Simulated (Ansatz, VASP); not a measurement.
# SnTe: VASP beside Ansatz

```xyz
4
Lattice="4.2084 0.0000 0.0000 -2.1042 3.6446 0.0000 0.0000 0.0000 11.9941" Properties=species:S:1:pos:R:3 pbc="T T T"
Sn    0.0000    0.0000    9.7627
Sn    0.0000    0.0000    2.2314
Te    0.0000    2.4297    8.0893
Te    2.1042    1.2149    3.9049
```

Change from the starting cell: species swapped into the SnP type (P-3m1, No. 164).

Alike in both runs: functional PBE; k mesh 6 × 6 × 4; occupations gaussian, width 0.02 eV; no spin polarisation.

Ansatz relaxed the structure, and its values are those at the end. VASP's run is a single point on that final structure, the one shown.

```csv
,VASP,Ansatz
version,VASP 6.6.1,Ansatz 0.2.0
potentials or method,"VASP PAW PBE potentials, release 64 (Sn_d, Te), cutoff 520 eV","scalar-relativistic, plane waves, PAW"
valence electrons in the cell,40,60
```

Ansatz gave:

| Quantity | Value |
| --- | --- |
| gap on the k mesh at the Fermi level (eV) | 0.97 |
| least direct gap on the mesh (eV) | 1.16 |
| pressure (GPa) | 0.0 |
| rms of the force components (eV/Å) | 0.002 |

Question: What did VASP give for the same quantities?

Answer: gap on the k mesh at the Fermi level (eV): 0.95; least direct gap on the mesh (eV): 1.12; pressure (GPa): 0.0; rms of the force components (eV/Å): 0.019.

With one functional, cell and mesh, what is left measures potentials, basis and numerics. VASP's potentials hold 40 valence electrons a cell and Ansatz's 60, so a difference there can come from the potentials and not from the codes.

Neither program's run includes spin-orbit coupling.
